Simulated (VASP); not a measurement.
# C (Fd-3m) in VASP: notebook

C is run at these levels: r2SCAN; tasks: single point.

All numbers are computed with VASP 6.6.1; they aren't measurements. Logs are shortened: lines on timing, memory, paths and dates and some standing lists are left out, and cuts for length are marked.

### Step 1. The cell of the first run

It takes space group Fd-3m (No. 227, cubic). The conventional cell has a = 3.460 Å, b = 3.460 Å, c = 3.460 Å, α = 90.00°, β = 90.00°, γ = 90.00°. Within 2.0 Å of C (site symmetry -43m) lie 4 C at 1.50 Å.

### Step 2. Single point, r2SCAN (strain -0.030 along x and y, -0.030 along z)

POSCAR reads:

```
C
1.0
    0.0000000000      1.7298980000      1.7298980000
    1.7298980000      0.0000000000      1.7298980000
    1.7298980000      1.7298980000      0.0000000000
C
2
Direct
    0.5000000000      0.5000000000      0.5000000000
    0.7500000000      0.7500000000      0.7500000000
```

INCAR.step1 reads:

```
SYSTEM = C
PREC     = Accurate       ! precision mode
ENCUT    = 520            ! plane-wave cutoff, eV
ISMEAR   = 0              ! smearing method
SIGMA    = 0.05           ! smearing width, eV
LREAL    = .FALSE.        ! projectors in reciprocal space
LASPH    = .TRUE.         ! aspherical terms in the spheres
NELM     = 80             ! most SCF steps
NBANDS   = 11             ! bands
GGA      = PE             ! functional
ALGO     = Normal         ! electronic algorithm
EDIFF    = 1E-4           ! SCF threshold, eV
LWAVE    = .TRUE.         ! write WAVECAR
LCHARG   = .FALSE.        ! write CHGCAR
```

INCAR.step2 reads:

```
SYSTEM = C
PREC     = Accurate       ! precision mode
ENCUT    = 520            ! plane-wave cutoff, eV
EDIFF    = 1E-7           ! SCF threshold, eV
ISMEAR   = 0              ! smearing method
SIGMA    = 0.05           ! smearing width, eV
LREAL    = .FALSE.        ! projectors in reciprocal space
LASPH    = .TRUE.         ! aspherical terms in the spheres
NELM     = 80             ! most SCF steps
ALGO     = Normal         ! electronic algorithm
ISIF     = 2              ! what is computed and relaxed
LWAVE    = .FALSE.        ! write WAVECAR
LCHARG   = .TRUE.         ! write CHGCAR
METAGGA  = R2SCAN         ! meta-GGA
LMIXTAU  = .TRUE.       
LELF     = .TRUE.         ! ELF
LVHAR    = .TRUE.       
NBANDS   = 11             ! bands
ISTART   = 1
```

KPOINTS reads:

```
regular mesh
0
G
  12 12 12
  0 0 0
```

Potentials or basis: VASP PAW PBE potentials, release 64 (C).

Launch:

```
cat potpaw_PBE.64/C/POTCAR > POTCAR
cp INCAR.step1 INCAR
mpirun -np 1 vasp_std > vasp.out
cp INCAR.step2 INCAR
mpirun -np 1 vasp_std > vasp.out
```

OUTCAR:

```text
SYSTEM = C
   PREC = Accurate
   ENCUT = 520
   EDIFF = 1E-7
   ISMEAR = 0
   LREAL = .FALSE.
   LASPH = .TRUE.
   NELM = 80
   ISIF = 2
   METAGGA = R2SCAN
   ISTART = 1

 ion  position               nearest neighbor table
   1  0.500  0.500  0.500-   2 1.50   2 1.50   2 1.50   2 1.50
   2  0.750  0.750  0.750-   1 1.50   1 1.50   1 1.50   1 1.50

  LATTYP: Found a face centered cubic cell.
 ALAT       =     3.4597960000

  Lattice vectors:

 A1 = (   0.0000000000,   1.7298980000,   1.7298980000)
 A2 = (   1.7298980000,   0.0000000000,   1.7298980000)
 A3 = (   1.7298980000,   1.7298980000,   0.0000000000)

Analysis of symmetry for initial positions (statically):
=====================================================================
 Subroutine PRICEL returns:
 Original cell was already a primitive cell.

 Routine SETGRP: Setting up the symmetry group for a
 face centered cubic supercell.

 Subroutine GETGRP returns: Found 48 space group operations
 (whereof 24 operations were pure point group operations)
 out of a pool of 48 trial point group operations.

The static configuration has the point symmetry T_d .
 The point group associated with its full space group is O_h .

Analysis of symmetry for dynamics (positions and initial velocities):
=====================================================================
 Subroutine PRICEL returns:
 Original cell was already a primitive cell.

 Routine SETGRP: Setting up the symmetry group for a
 face centered cubic supercell.

 Subroutine GETGRP returns: Found 48 space group operations
 (whereof 24 operations were pure point group operations)
 out of a pool of 48 trial point group operations.

The dynamic configuration has the point symmetry T_d .
 The point group associated with its full space group is O_h .

 Subroutine INISYM returns: Found 48 space group operations
 (whereof 24 operations are pure point group operations),
 and found     1 'primitive' translations

----------------------------------------------------------------------------------------

                                     Primitive cell

  volume of cell :      10.3536

  direct lattice vectors                    reciprocal lattice vectors
     0.000000000  1.729898000  1.729898000    -0.289034382  0.289034382  0.289034382
     1.729898000  0.000000000  1.729898000     0.289034382 -0.289034382  0.289034382
     1.729898000  1.729898000  0.000000000     0.289034382  0.289034382 -0.289034382

  length of vectors
     2.446445213  2.446445213  2.446445213     0.500622235  0.500622235  0.500622235

  position of ions in fractional coordinates (direct lattice)
     0.500000000  0.500000000  0.500000000
     0.750000000  0.750000000  0.750000000

  ion indices of the primitive-cell ions
   primitive index   ion index
                 1           1
                 2           2

----------------------------------------------------------------------------------------

 KPOINTS: regular mesh

Automatic generation of k-mesh.
 Grid dimensions read from file:
 generate k-points for:   12   12   12

 Generating k-lattice:

  Cartesian coordinates                     Fractional coordinates (reciprocal lattice)
    -0.024086199  0.024086199  0.024086199     0.083333333  0.000000000  0.000000000
     0.024086199 -0.024086199  0.024086199     0.000000000  0.083333333  0.000000000
     0.024086199  0.024086199 -0.024086199     0.000000000  0.000000000  0.083333333

  Length of vectors
     0.041718520  0.041718520  0.041718520

  Shift w.r.t. Gamma in fractional coordinates (k-lattice)
     0.000000000  0.000000000  0.000000000

 Subroutine IBZKPT returns following result:
 ===========================================

 Found     72 irreducible k-points:

 Following reciprocal coordinates:
            Coordinates               Weight
  0.000000  0.000000  0.000000      1.000000
  0.083333  0.000000  0.000000      8.000000
  0.166667  0.000000  0.000000      8.000000
  0.250000  0.000000  0.000000      8.000000
  0.333333  0.000000  0.000000      8.000000
  0.416667  0.000000  0.000000      8.000000
[... 16 lines left out ...]
  0.500000  0.166667  0.000000     24.000000
 -0.416667  0.166667  0.000000     24.000000
 [... further k-points ...]
   k-points           NKPTS =     72   k-points in BZ     NKDIM =     72   number of bands    NBANDS=     11
   number of dos      NEDOS =    301   number of ions     NIONS =      2
   total plane-waves  NPLWV =   5832
   dimension x,y,z NGX =    18 NGY =   18 NGZ =   18
   dimension x,y,z NGXF=    36 NGYF=   36 NGZF=   36
   ions per type =               2
   NGX,Y,Z   is equivalent  to a cutoff of  12.23, 12.23, 12.23 a.u.
   NGXF,Y,Z  is equivalent  to a cutoff of  24.46, 24.46, 24.46 a.u.
 SYSTEM =  C
   PREC   = accura    normal or accurate (medium, high low for compatibility)
   ISTART =      1    job   : 0-new  1-cont  2-samecut
   ICHARG =      0    charge: 1-file 2-atom 10-const
   ISPIN  =      1    spin polarized calculation?
   LNONCOLLINEAR =      F non collinear calculations
   LSORBIT =      F    spin-orbit coupling
   LASPH  =      T    aspherical Exc in radial PAW
   ENCUT  =  520.0 eV  38.22 Ry    6.18 a.u.   4.55  4.55  4.55*2*pi/ulx,y,z
   NELM   =     80;   NELMIN=  2; NELMDL=  0     # of ELM steps
   EDIFF  = 0.1E-06   stopping-criterion for ELM
   LREAL  =      F    real-space projection
   EDIFFG = 0.1E-05   stopping-criterion for IOM
   NSW    =      0    number of steps for IOM
   IBRION =     -1    ionic relax: 0-MD 1-quasi-New 2-CG
   NFREE  =      0    steps in history (QN), initial steepest desc. (CG)
   ISIF   =      2    stress and relaxation
   ISYM   =      2    0-nonsym 1-usesym 2-fastsym
   POTIM  = 0.5000    time-step for ionic-motion
   TEBEG  =    0.0;   TEEND  =   0.0 temperature during run
   PSTRESS=    0.0 pullay stress
   NELECT =       8.0000    total number of electrons
   NUPDOWN=      -1.0000    fix difference up-down
   EMIN   =  10.00;   EMAX   =-10.00  energy-range for DOS
   EFERMI =   0.00;   METHOD = LEGACY
   ISMEAR =     0;   SIGMA  =   0.05  broadening in eV -4-tet -1-fermi 0-gaus
   EFERMI_NEDOS =   21; number of points for ismear=-14 and -15
   IALGO  =     38    algorithm
   IMIX   =      4    mixing-type and parameters
     AMIX     =   0.40;   BMIX     =  1.00
     AMIX_MAG =   1.60;   BMIX_MAG =  1.00
  volume/ion in A,a.u.               =       5.18        34.93
  Fermi-wavevector in a.u.,A,eV,Ry     =   1.502246  2.838833 30.704845  2.256742
  Thomas-Fermi vector in A             =   2.613511
   LORBIT       =      0    0 simple, 1 ext, 2 COOP (PROOUT), +10 PAW based schemes
   METAGGA = R2SCAN    functional components
   LHFCALC =     F    Hartree Fock is set to
   AEXX    =    0.0000 exact exchange contribution
   IVDW    =     0    specifies the selected vdW correction
   LEPSILON=     F    determine dielectric tensor
   LRPA    =     F    only Hartree local field effects (RPA)
 non-spin polarized calculation
 Gauss-broadening in eV      SIGMA  =   0.05
  energy-cutoff  :      520.00
  volume of cell :       10.35
 maximum number of plane-waves:       291
   NGX =  9   NGY =  9   NGZ =  9

 number of electron       7.9999999 magnetization

 Free energy of the ion-electron system (eV)
  ---------------------------------------------------
  ext. energy  EPLUGINS =         0.00000000
  ---------------------------------------------------
  free energy    TOTEN  =       -19.52494719 eV

  energy without entropy =      -19.52494719  energy(sigma->0) =      -19.52494719

 E-fermi :  11.4021     XC(G=0): -14.7661

 val. band max:       11.0858663565   @ k =   0.0000   0.0000   0.0000
 cond. band min:      15.6479735880   @ k =   0.3333   0.3333   0.0000
 fundamental gap:      4.5621072315
 Fermi energy:        11.4020596748

 k-point     1 :       0.0000    0.0000    0.0000
  band No.  band energies     occupation
      1     -12.9149      2.00000
      2      11.0859      2.00000
      3      11.0859      2.00000
      4      11.0859      2.00000
      5      17.1734      0.00000
      6      17.1734      0.00000
      7      17.1734      0.00000
      8      27.1597      0.00000
      9      32.7868      0.00000
     10      39.5150      0.00000
     11      39.5150      0.00000

 k-point     2 :       0.0833    0.0000    0.0000
  band No.  band energies     occupation
      1     -12.7013      2.00000
      2       9.6694      2.00000
      3      10.7043      2.00000
      4      10.7043      2.00000
      5      17.6733      0.00000
      6      17.6733      0.00000
      7      18.0631      0.00000
      8      27.2860      0.00000
      9      33.1398      0.00000
     10      37.3040      0.00000
     11      37.3040      0.00000

 k-point     3 :       0.1667    0.0000    0.0000
  band No.  band energies     occupation
      1     -12.0628      2.00000
      2       6.7989      2.00000
      3       9.8875      2.00000
      4       9.8875      2.00000
      5      18.7424      0.00000
      6      18.7424      0.00000
      7      19.4492      0.00000
      8      27.6364      0.00000
      9      33.8706      0.00000
     10      35.5543      0.00000
     11      35.5543      0.00000

 k-point     4 :       0.2500    0.0000    0.0000
  band No.  band energies     occupation
      1     -11.0079      2.00000
      2       3.6123      2.00000
      3       9.0555      2.00000
      4       9.0555      2.00000
      5      19.7066      0.00000
      6      19.7066      0.00000
      7      20.4722      0.00000
      8      28.0965      0.00000
      9      34.3398      0.00000
     10      35.1611      0.00000
     11      35.1611      0.00000

 k-point     5 :       0.3333    0.0000    0.0000
  band No.  band energies     occupation
      1      -9.5574      2.00000
      2       0.4996      2.00000
      3       8.4000      2.00000
      4       8.4000      2.00000
      5      20.2114      0.00000
      6      20.2114      0.00000
      7      21.0998      0.00000
      8      28.4691      0.00000
      9      34.6717      0.00000
     10      36.2371      0.00000
     11      36.2371      0.00000
[... 211 lines left out ...]
 k-point    21 :       0.3333    0.1667    0.0000
  band No.  band energies     occupation
      1      -9.8237      2.00000
      2       2.9180      2.00000
      3       6.6387      2.00000
      4       7.2054      2.00000
      5      17.7207      0.00000
      6      23.3040      0.00000
      7      23.3977      0.00000
      8      24.2356      0.00000
      9      34.7354      0.00000
     10      35.4717      0.00000
     11      40.3997      0.00000

 k-point    22 :       0.4167    0.1667    0.0000
  band No.  band energies     occupation
      1      -8.2669      2.00000
      2       0.0563      2.00000
      3       6.2383      2.00000
      4       6.3941      2.00000
      5      18.4352      0.00000
      6      23.3942      0.00000
      7      23.8777      0.00000
      8      25.2924      0.00000
      9      34.6727      0.00000
     10      36.5802      0.00000
     11      41.0961      0.00000

 k-point    23 :       0.5000    0.1667    0.0000
  band No.  band energies     occupation
      1      -6.4785      2.00000
      2      -2.4721      2.00000
      3       5.4160      2.00000
      4       6.4993      2.00000
      5      18.8845      0.00000
      6      23.0322      0.00000
      7      24.0886      0.00000
      8      27.1829      0.00000
      9      33.6166      0.00000
     10      38.1752      0.00000
     11      40.3111      0.00000

 k-point    24 :      -0.4167    0.1667    0.0000
  band No.  band energies     occupation
      1      -5.9779      2.00000
      2      -3.0697      2.00000
      3       4.8561      2.00000
      4       6.9374      2.00000
      5      19.3832      0.00000
      6      22.4565      0.00000
      7      24.0703      0.00000
      8      28.6376      0.00000
      9      32.8067      0.00000
     10      37.4470      0.00000
     11      38.9999      0.00000

 [... further k-points ...]

------------------------ aborting loop because EDIFF is reached ----------------------------------------

  FORCE on cell =-STRESS in cart. coord.  units (eV):
  Direction    XX          YY          ZZ          XY          YZ          ZX
  --------------------------------------------------------------------------------------
  -------------------------------------------------------------------------------------
  Total        3.0220818      3.0220818      3.0220818     -0.0000000     -0.0000000      0.0000000
  in kB      467.6547170    467.6547170    467.6547170     -0.0000000     -0.0000000      0.0000000
  external PRESSURE =     467.6547170 kB  Pullay stress =       0.0000000 kB

 VOLUME and BASIS-vectors are now :
 -----------------------------------------------------------------------------
  energy-cutoff  :      520.00
  volume of cell :       10.35
      direct lattice vectors                 reciprocal lattice vectors
     0.000000000  1.729898000  1.729898000    -0.289034382  0.289034382  0.289034382
     1.729898000  0.000000000  1.729898000     0.289034382 -0.289034382  0.289034382
     1.729898000  1.729898000  0.000000000     0.289034382  0.289034382 -0.289034382

 POSITION                                       TOTAL-FORCE (eV/Angst)
 -----------------------------------------------------------------------------------
      1.72990      1.72990      1.72990        -0.000000     -0.000000     -0.000000
      2.59485      2.59485      2.59485         0.000000      0.000000      0.000000
 -----------------------------------------------------------------------------------
    total drift:                                0.000000     -0.000000      0.000000

  FREE ENERGIE OF THE ION-ELECTRON SYSTEM (eV)
  ---------------------------------------------------
  free  energy   TOTEN  =       -19.5249471936 eV

  energy  without entropy=      -19.5249471936  energy(sigma->0) =      -19.52494719
```

It took 82 s on 1 thread of AMD EPYC 7R13, shared host; peak memory 0.09 GiB.

What came out:

```
Free energy            : -19.5249 eV
Pressure               : 46.8 GPa
Band gap on the k mesh : 4.56 eV, indirect (least direct gap 6.09 eV)
```

Caveat: the cell differs from its parent crystal (strain -0.030 along x and y, -0.030 along z); the PAW data sets were made with another functional, which shifts forces and pressure a little. A k mesh can miss the band edges.

[end of part 1 of 2]
